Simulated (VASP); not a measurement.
MgSn2N2:

```
CELL_PARAMETERS angstrom
3.36055 0.00000 0.00000
0.00000 3.36055 0.00000
0.00000 0.00000 8.18839
ATOMIC_POSITIONS crystal
Mg 0.50000 0.50000 0.00000
Sn 0.00000 0.00000 0.69214
Sn 0.00000 0.00000 0.30786
N 0.00000 0.50000 0.15270
N 0.50000 0.00000 0.84730
```

Program: VASP 6.6.1. Alike in all runs: task single point; potentials or basis VASP PAW PBE potentials, release 64 (Mg, Sn_d, N); no spin polarisation; cell as given; cutoff (eV) 520.

Task: Order these runs on this cell by their band gap on the k mesh, lowest first.
A. level PBEsol; k mesh 3 × 3 × 1; smearing gaussian 0.1 eV
B. level BLYP; k mesh 1 × 3 × 1; smearing gaussian 0.1 eV
C. level PBE; k mesh 1 × 1 × 1, shifted; smearing fermi-dirac 0.044 eV

Result: C (metal), A (0.19 eV), B (0.47 eV).

Caveats: all runs use coarse meshes; spin-orbit coupling is left out, which moves the levels of the heavy elements; forces of over 1 eV/Å act on the atoms, so gaps and moduli don't describe the material at rest (some runs).

A k mesh can miss the band edges.
